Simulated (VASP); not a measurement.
# W (Im-3m) in VASP: notebook

The runs below take W through single point, relaxation of cell and atoms, with PBE.

Program: VASP 6.6.1. These are calculated values, not measurements. Logs are shortened: lines on timing, memory, paths and dates and some standing lists are left out, and cuts for length are marked.

## (1) The cell of the first run

It takes space group Im-3m (No. 229, cubic). The conventional cell has a = 3.168 Å, b = 3.168 Å, c = 3.168 Å, α = 90.00°, β = 90.00°, γ = 90.00°. Within 3.6 Å of W (site symmetry m-3m) lie 14 W at 2.74 to 3.17 Å.

## (2) Single point, PBE

INCAR

```
SYSTEM = W
PREC = Accurate
ENCUT = 500
EDIFF = 1E-6
ISMEAR = -1
SIGMA = 0.1
LREAL = .False.
LASPH = .True.
NELM = 120
ALGO = Normal
ISIF = 2
LWAVE = .False.
LCHARG = .False.
GGA = PE
NBANDS = 13
GGA_COMPAT = .False.
```

KPOINTS

```
Automatic mesh
0
Gamma
  11 11 11
  0 0 0
```

POSCAR

```
W
1.0
   -1.5838987929      1.5838987929      1.5838987929
    1.5838987929     -1.5838987929      1.5838987929
    1.5838987929      1.5838987929     -1.5838987929
W
1
Direct
    0.0000000000      0.0000000000      0.0000000000
```

Potentials or basis: VASP PAW PBE potentials, release 64 (W_sv).

Command:

```console
$ cat potpaw_PBE.64/W_sv/POTCAR > POTCAR
$ mpirun -np 1 vasp_std > vasp.out
```

OUTCAR:

```text
SYSTEM = W
   PREC = Accurate
   ENCUT = 500
   EDIFF = 1E-6
   ISMEAR = -1
   LREAL = .False.
   LASPH = .True.
   NELM = 120
   ISIF = 2
   GGA = PE

 ion  position               nearest neighbor table
   1  0.000  0.000  0.000-

  LATTYP: Found a body centered cubic cell.
 ALAT       =     3.1677975858

  Lattice vectors:

 A1 = (  -1.5838987929,   1.5838987929,   1.5838987929)
 A2 = (   1.5838987929,  -1.5838987929,   1.5838987929)
 A3 = (   1.5838987929,   1.5838987929,  -1.5838987929)

Analysis of symmetry for initial positions (statically):
=====================================================================
 Subroutine PRICEL returns:
 Original cell was already a primitive cell.

 Routine SETGRP: Setting up the symmetry group for a
 body centered cubic supercell.

 Subroutine GETGRP returns: Found 48 space group operations
 (whereof 48 operations were pure point group operations)
 out of a pool of 48 trial point group operations.

The static configuration has the point symmetry O_h .

Analysis of symmetry for dynamics (positions and initial velocities):
=====================================================================
 Subroutine PRICEL returns:
 Original cell was already a primitive cell.

 Routine SETGRP: Setting up the symmetry group for a
 body centered cubic supercell.

 Subroutine GETGRP returns: Found 48 space group operations
 (whereof 48 operations were pure point group operations)
 out of a pool of 48 trial point group operations.

The dynamic configuration has the point symmetry O_h .

 Subroutine INISYM returns: Found 48 space group operations
 (whereof 48 operations are pure point group operations),
 and found     1 'primitive' translations

----------------------------------------------------------------------------------------

                                     Primitive cell

  volume of cell :      15.8943

  direct lattice vectors                    reciprocal lattice vectors
    -1.583898793  1.583898793  1.583898793     0.000000000  0.315676735  0.315676735
     1.583898793 -1.583898793  1.583898793     0.315676735  0.000000000  0.315676735
     1.583898793  1.583898793 -1.583898793     0.315676735  0.315676735  0.000000000

  length of vectors
     2.743393183  2.743393183  2.743393183     0.446434320  0.446434320  0.446434320

  position of ions in fractional coordinates (direct lattice)
     0.000000000  0.000000000  0.000000000

  ion indices of the primitive-cell ions
[... 75 lines left out ...]
   LREAL  =      F    real-space projection
   EDIFFG = 0.1E-04   stopping-criterion for IOM
   NSW    =      0    number of steps for IOM
   IBRION =     -1    ionic relax: 0-MD 1-quasi-New 2-CG
   NFREE  =      0    steps in history (QN), initial steepest desc. (CG)
   ISIF   =      2    stress and relaxation
   ISYM   =      2    0-nonsym 1-usesym 2-fastsym
   POTIM  = 0.5000    time-step for ionic-motion
   TEBEG  =    0.0;   TEEND  =   0.0 temperature during run
   PSTRESS=    0.0 pullay stress
   NELECT =      14.0000    total number of electrons
   NUPDOWN=      -1.0000    fix difference up-down
   EMIN   =  10.00;   EMAX   =-10.00  energy-range for DOS
   EFERMI =   0.00;   METHOD = LEGACY
   ISMEAR =    -1;   SIGMA  =   0.10  broadening in eV -4-tet -1-fermi 0-gaus
   EFERMI_NEDOS =   21; number of points for ismear=-14 and -15
   IALGO  =     38    algorithm
   IMIX   =      4    mixing-type and parameters
     AMIX     =   0.40;   BMIX     =  1.00
     AMIX_MAG =   1.60;   BMIX_MAG =  1.00
  volume/ion in A,a.u.               =      15.89       107.26
  Fermi-wavevector in a.u.,A,eV,Ry     =   1.569291  2.965530 33.506707  2.462673
  Thomas-Fermi vector in A             =   2.671195
   LORBIT       =      0    0 simple, 1 ext, 2 COOP (PROOUT), +10 PAW based schemes
   GGA     = PE    functional components
   LHFCALC =     F    Hartree Fock is set to
   AEXX    =    0.0000 exact exchange contribution
   IVDW    =     0    specifies the selected vdW correction
   LEPSILON=     F    determine dielectric tensor
   LRPA    =     F    only Hartree local field effects (RPA)
 non-spin polarized calculation
  energy-cutoff  :      500.00
  volume of cell :       15.89
 maximum number of plane-waves:       414
   NGX =  9   NGY =  9   NGZ =  9

 number of electron      14.0000003 magnetization

 Free energy of the ion-electron system (eV)
  ---------------------------------------------------
  ext. energy  EPLUGINS =         0.00000000
  ---------------------------------------------------
  free energy    TOTEN  =       -12.94039393 eV

  energy without entropy =      -12.91821179  energy(sigma->0) =      -12.92930286

 E-fermi :  11.4050     XC(G=0): -13.6249

 val. band max:       11.3959872069   @ k =   0.4545   0.0909   0.0000
 cond. band min:      11.4650455656   @ k =  -0.1818   0.2727   0.0909
 fundamental gap:      0.0690583587
 Fermi energy:        11.4050195843

 k-point     1 :       0.0000    0.0000    0.0000
  band No.  band energies     occupation
      1     -62.7761      2.00000
      2     -26.3427      2.00000
      3     -26.3427      2.00000
      4     -26.3427      2.00000
      5       1.7822      2.00000
      6      10.1835      1.99999
      7      10.1835      1.99999
      8      10.1835      1.99999
      9      13.6627      0.00000
     10      13.6627      0.00000
     11      25.9150      0.00000
     12      25.9150      0.00000
     13      25.9150      0.00000
[... 354 lines left out ...]
  band No.  band energies     occupation
      1     -62.6373      2.00000
      2     -27.3962      2.00000
      3     -26.9252      2.00000
      4     -26.5522      2.00000
      5       6.7657      2.00000
      6       7.9314      2.00000
      7      10.0083      2.00000
      8      14.0808      0.00000
      9      14.6319      0.00000
     10      19.9069      0.00000
     11      20.4400      0.00000
     12      24.3265      0.00000
     13      26.2286      0.00000

 [... further k-points ...]
[... 5 lines left out ...]
  --------------------------------------------------------------------------------------
  -------------------------------------------------------------------------------------
  Total        0.5493108      0.5493108      0.5493108      0.0000000     -0.0000000      0.0000000
  in kB       55.3715231     55.3715231     55.3715231      0.0000000     -0.0000000      0.0000000
  external PRESSURE =      55.3715231 kB  Pullay stress =       0.0000000 kB

 VOLUME and BASIS-vectors are now :
 -----------------------------------------------------------------------------
  energy-cutoff  :      500.00
  volume of cell :       15.89
      direct lattice vectors                 reciprocal lattice vectors
    -1.583898793  1.583898793  1.583898793     0.000000000  0.315676735  0.315676735
     1.583898793 -1.583898793  1.583898793     0.315676735  0.000000000  0.315676735
     1.583898793  1.583898793 -1.583898793     0.315676735  0.315676735  0.000000000

 POSITION                                       TOTAL-FORCE (eV/Angst)
 -----------------------------------------------------------------------------------
      0.00000      0.00000      0.00000         0.000000     -0.000000     -0.000000
 -----------------------------------------------------------------------------------
    total drift:                                0.000000     -0.000000      0.000000

  FREE ENERGIE OF THE ION-ELECTRON SYSTEM (eV)
  ---------------------------------------------------
  free  energy   TOTEN  =       -12.9403939348 eV

  energy  without entropy=      -12.9182117909  energy(sigma->0) =      -12.92930286
```

It took 3.8 s on 1 thread of Intel Xeon 6975P-C (Granite Rapids), shared host; peak memory 0.13 GiB.

What came out:

```yaml
Free_energy: -12.9404 eV
Pressure: 5.5 GPa
Band_gap_on_the_k_mesh: zero (band 7 reaches 15.70 eV, above the bottom of band 8 at 10.18 eV)
```

Levels at points of the mesh, in eV from the Fermi level:
```
           k point  band 5  band 6  band 7  band 8  band 9  band 10
(0.00, 0.00, 0.00)   -9.62   -1.22   -1.22   -1.22    2.26     2.26
```

Caveat: spin-orbit coupling is left out, which moves the levels of the heavy elements.

## (3) Single point, PBE

This run uses another cell than the first one, of 15.66 Å³/atom, 0.985 times its volume.

INCAR

```
PREC = Accurate ; ENCUT = 500
EDIFF = 1E-6 ; ISMEAR = -1
SIGMA = 0.1 ; LREAL = False
LASPH = True ; NELM = 120
ALGO = Normal ; ISIF = 2
LWAVE = False ; LCHARG = False
GGA = PE ; NBANDS = 13
GGA_COMPAT = False
```

KPOINTS

```
regular mesh
0
Gamma
  11 11 11
```

POSCAR

```
W
1.0
   -1.5759397416      1.5759397416      1.5759397416
    1.5759397416     -1.5759397416      1.5759397416
    1.5759397416      1.5759397416     -1.5759397416
W
1
Direct
    0.0000000000      0.0000000000      0.0000000000
```

Potentials or basis: VASP PAW PBE potentials, release 64 (W_sv).

Command:

```console
$ cat potpaw_PBE.64/W_sv/POTCAR > POTCAR
$ mpirun -np 1 vasp_std > vasp.out
```

It took 3.9 s on 1 thread of Intel Xeon 6975P-C (Granite Rapids), shared host; peak memory 0.13 GiB.

Results (log left out):

```yaml
Free_energy: -12.9283 eV
Pressure: 10.6 GPa
Band_gap_on_the_k_mesh: zero (band 7 reaches 16.01 eV, above the bottom of band 8 at 10.38 eV)
```

Levels at points of the mesh, in eV from the Fermi level:
| k point | band 5 | band 6 | band 7 | band 8 | band 9 | band 10 |
| --- | --- | --- | --- | --- | --- | --- |
| (0.00, 0.00, 0.00) | -9.71 | -1.25 | -1.25 | -1.25 | 2.29 | 2.29 |

Caveat: spin-orbit coupling is left out, which moves the levels of the heavy elements.

## (4) Single point, PBE

This run uses another cell than the first one, of 15.23 Å³/atom, 0.958 times its volume.

INCAR

```
SYSTEM = W
ALGO = Normal
EDIFF = 1E-6
ENCUT = 500
GGA = PE
GGA_COMPAT = .FALSE.
ISIF = 2
ISMEAR = -1
LASPH = .TRUE.
LCHARG = .TRUE.
LELF = .TRUE.
LREAL = .FALSE.
LVHAR = .TRUE.
LWAVE = .FALSE.
NBANDS = 13
NELM = 120
PREC = Accurate
SIGMA = 0.1
```

KPOINTS

```
k-points
0
G
  11 11 11
  0 0 0
```

POSCAR

```
W
1.0
   -1.5614973755      1.5614973755      1.5614973755
    1.5614973755     -1.5614973755      1.5614973755
    1.5614973755      1.5614973755     -1.5614973755
W
1
Direct
    0.0000000000      0.0000000000      0.0000000000
```

Potentials or basis: VASP PAW PBE potentials, release 64 (W_sv).

Command:

```console
$ cat potpaw_PBE.64/W_sv/POTCAR > POTCAR
$ mpirun -np 1 vasp_std > vasp.out
```

OUTCAR:

```text
SYSTEM = W
   EDIFF = 1E-6
   ENCUT = 500
   GGA = PE
   ISIF = 2
   ISMEAR = -1
   LASPH = .TRUE.
   LREAL = .FALSE.
   NELM = 120
   PREC = Accurate

 ion  position               nearest neighbor table
   1  0.000  0.000  0.000-

  LATTYP: Found a body centered cubic cell.
 ALAT       =     3.1229947510

  Lattice vectors:

 A1 = (  -1.5614973755,   1.5614973755,   1.5614973755)
 A2 = (   1.5614973755,  -1.5614973755,   1.5614973755)
[... 553 lines left out ...]
      4     -25.8348      2.00000
      5       7.1961      2.00000
      6       8.3887      2.00000
      7      10.6601      2.00000
      8      14.8656      0.00000
      9      15.4551      0.00000
     10      21.0507      0.00000
     11      21.5528      0.00000
     12      25.3269      0.00000
     13      27.4552      0.00000

 [... further k-points ...]
[... 5 lines left out ...]
  --------------------------------------------------------------------------------------
  -------------------------------------------------------------------------------------
  Total        1.9726050      1.9726050      1.9726050      0.0000000      0.0000000     -0.0000000
  in kB      207.5233333    207.5233333    207.5233333      0.0000000      0.0000000     -0.0000000
  external PRESSURE =     207.5233333 kB  Pullay stress =       0.0000000 kB

 VOLUME and BASIS-vectors are now :
 -----------------------------------------------------------------------------
  energy-cutoff  :      500.00
  volume of cell :       15.23
      direct lattice vectors                 reciprocal lattice vectors
    -1.561497375  1.561497375  1.561497375     0.000000000  0.320205469  0.320205469
     1.561497375 -1.561497375  1.561497375     0.320205469  0.000000000  0.320205469
     1.561497375  1.561497375 -1.561497375     0.320205469  0.320205469  0.000000000

 POSITION                                       TOTAL-FORCE (eV/Angst)
 -----------------------------------------------------------------------------------
      0.00000      0.00000      0.00000        -0.000000     -0.000000      0.000000
 -----------------------------------------------------------------------------------
    total drift:                                0.000000     -0.000000      0.000000

  FREE ENERGIE OF THE ION-ELECTRON SYSTEM (eV)
  ---------------------------------------------------
  free  energy   TOTEN  =       -12.8865114626 eV

  energy  without entropy=      -12.8650439052  energy(sigma->0) =      -12.87577768
```

OSZICAR:

```text
N       E                     dE             d eps       ncg     rms          rms(c)
DAV:   1     0.835706968290E+02    0.83571E+02   -0.72454E+03  1456   0.121E+03
DAV:   2    -0.118621471586E+02   -0.95433E+02   -0.91536E+02  1646   0.311E+02
DAV:   3    -0.134636018981E+02   -0.16015E+01   -0.15979E+01  1586   0.392E+01
DAV:   4    -0.134696856819E+02   -0.60838E-02   -0.60836E-02  1651   0.266E+00
DAV:   5    -0.134697314669E+02   -0.45785E-04   -0.45785E-04  1556   0.218E-01    0.225E+01
DAV:   6    -0.130140947176E+02    0.45564E+00   -0.36212E-01  1521   0.822E+00    0.941E+00
DAV:   7    -0.128903618165E+02    0.12373E+00   -0.20054E-01  1616   0.583E+00    0.547E-01
DAV:   8    -0.128865164814E+02    0.38453E-02   -0.45180E-03  1471   0.886E-01    0.599E-02
DAV:   9    -0.128865183115E+02   -0.18300E-05   -0.70042E-05  1701   0.106E-01    0.460E-02
DAV:  10    -0.128865111318E+02    0.71797E-05   -0.15239E-05  1541   0.555E-02    0.109E-03
DAV:  11    -0.128865114626E+02   -0.33079E-06   -0.26552E-07  1028   0.641E-03
   1 F= -.12886511E+02 E0= -.12875778E+02  d E =-.214676E-01
```

stdout:

```text
POSCAR found type information on POSCAR W
 POSCAR found :  1 types and       1 ions
 scaLAPACK will be used
 LDA part: xc-table for (Slater+PW92), standard interpolation
 POSCAR, INCAR and KPOINTS ok, starting setup
 FFT: planning ... GRIDC
 FFT: planning ... GRID_SOFT
 FFT: planning ... GRID
 WAVECAR not read
 entering main loop
```

Wall time 4.1 s (1 thread of Intel Xeon 6975P-C (Granite Rapids), shared host); peak memory 0.13 GiB.

What came out:

| Item | Value |
| --- | --- |
| Free energy | -12.8865 eV |
| Pressure | 20.8 GPa |
| Band gap on the k mesh | zero (band 7 reaches 16.59 eV, above the bottom of band 8 at 10.74 eV) |

Caveat: spin-orbit coupling is left out, which moves the levels of the heavy elements.

## (5) Single point, PBE

This run uses another cell than the first one, of 16.15 Å³/atom, 1.016 times its volume.

INCAR

```
PREC = Accurate ; ENCUT = 500
EDIFF = 1E-6 ; ISMEAR = -1
SIGMA = 0.1 ; LREAL = F
LASPH = T ; NELM = 120
ALGO = Normal ; ISIF = 2
LWAVE = F ; LCHARG = F
GGA = PE ; NBANDS = 13
GGA_COMPAT = F
```

KPOINTS

```
Automatic mesh
0
Gamma
  11 11 11
```

POSCAR

```
W
1.0
   -1.5923673867      1.5923673867      1.5923673867
    1.5923673867     -1.5923673867      1.5923673867
    1.5923673867      1.5923673867     -1.5923673867
W
1
Direct
    0.0000000000      0.0000000000      0.0000000000
```

Command:

```console
$ cat potpaw_PBE.64/W_sv/POTCAR > POTCAR
$ mpirun -np 1 vasp_std > vasp.out
```

Wall time 3.8 s (1 thread of Intel Xeon 6975P-C (Granite Rapids), shared host); peak memory 0.13 GiB.

It converged, with:

```yaml
Free_energy: -12.9453 eV
Pressure: 0.5 GPa
Band_gap_on_the_k_mesh: zero (band 7 reaches 15.38 eV, above the bottom of band 8 at 9.98 eV)
```

Levels at points of the mesh, in eV from the Fermi level:
```tsv
k point	band 5	band 6	band 7	band 8	band 9	band 10
(0.00, 0.00, 0.00)	-9.53	-1.19	-1.19	-1.19	2.22	2.22
```

Caveat: spin-orbit coupling is left out, which moves the levels of the heavy elements.

## (6) Relaxation of cell and atoms, PBE

This run uses another cell than the first one, of 15.85 Å³/atom, 0.997 times its volume.

INCAR

```
PREC = Accurate
ENCUT = 500
EDIFF = 1E-7
ISMEAR = -1
SIGMA = 0.1
LREAL = False
LASPH = True
NELM = 120
ALGO = Normal
ISIF = 3
LWAVE = False
LCHARG = False
GGA = PE
IBRION = 2
NSW = 60
EDIFFG = -0.01
GGA_COMPAT = False
NELMIN = 4
```

KPOINTS

```
regular mesh
0
Gamma
  11 11 11
```

POSCAR

```
W
1.0
   -1.5823450000      1.5823450000      1.5823450000
    1.5823450000     -1.5823450000      1.5823450000
    1.5823450000      1.5823450000     -1.5823450000
W
1
Direct
    0.0000000000      0.0000000000      0.0000000000
```

Potentials or basis: VASP PAW PBE potentials, release 64 (W_sv).

Command:

```console
$ cat potpaw_PBE.64/W_sv/POTCAR > POTCAR
$ mpirun -np 1 vasp_std > vasp.out
```

It took 10 s on 1 thread of Intel Xeon 6975P-C (Granite Rapids), shared host; peak memory 0.13 GiB.

Results (log left out):

- Free energy: -12.9452 eV
- Relaxed volume: 16.18 Å³/atom
- Relaxed cell: a = 2.760 Å, b = 2.760 Å, c = 2.760 Å, α = 109.47°, β = 109.47°, γ = 109.47°
- Space group after relaxing (to 0.05 Å): Im-3m (No. 229)
- Energy gained by relaxing: 6.6 meV/atom
- Ionic steps: 4
- Pressure after relaxing: 0.0 GPa
- Band gap on the k mesh: zero (band 7 reaches 15.35 eV, above the bottom of band 8 at 9.96 eV)

The path:
```
step  energy change (eV)  largest force (eV/Å)  pressure (GPa)  volume (Å³)
   1              0.0000                0.0000            6.52        15.85
   2              0.0673                0.0000          -18.59        17.37
   3             -0.0066                0.0000           -0.17        16.19
   4             -0.0066                0.0000           -0.02        16.18
```

Final structure:
```cif
data_structure
_symmetry_space_group_name_H-M 'P 1'
_symmetry_Int_Tables_number 1
_cell_length_a 2.7596
_cell_length_b 2.7596
_cell_length_c 2.7596
_cell_angle_alpha 109.471
_cell_angle_beta 109.471
_cell_angle_gamma 109.471
_cell_volume 16.18
loop_
_atom_site_label
_atom_site_type_symbol
_atom_site_fract_x
_atom_site_fract_y
_atom_site_fract_z
_atom_site_occupancy
W1 W 0.00000 0.00000 0.00000 1
```

Levels at points of the mesh, in eV from the Fermi level:
```csv
k point,band 5,band 6,band 7,band 8,band 9,band 10
"(0.00, 0.00, 0.00)",-9.52,-1.19,-1.19,-1.19,2.22,2.22
```

Caveat: spin-orbit coupling is left out, which moves the levels of the heavy elements. PBE usually gives volumes a little too large and moduli too small.

## (7) Summary

| task | cell | gap on the mesh (eV) | pressure (GPa) |
| --- | --- | --- | --- |
| single point | a = 2.743 Å, angles 109.5°, 1 atom | none | 5.5 |
| single point | a = 2.730 Å, angles 109.5°, 1 atom | none | 10.6 |
| single point | a = 2.705 Å, angles 109.5°, 1 atom | none | 20.8 |
| single point | a = 2.758 Å, angles 109.5°, 1 atom | none | 0.5 |
| relaxation of cell and atoms | relaxed from a = 2.741 Å, angles 109.5°, 1 atom | none | 0.0 |

Alike in all rows: level PBE; potentials or basis VASP PAW PBE potentials, release 64 (W_sv); no spin polarisation; k mesh 11 × 11 × 11; cutoff (eV) 500; smearing fermi-dirac 0.1 eV.

Caveats: spin-orbit coupling is left out, which moves the levels of the heavy elements.

Absolute energies hang on the potentials; compare differences alone.
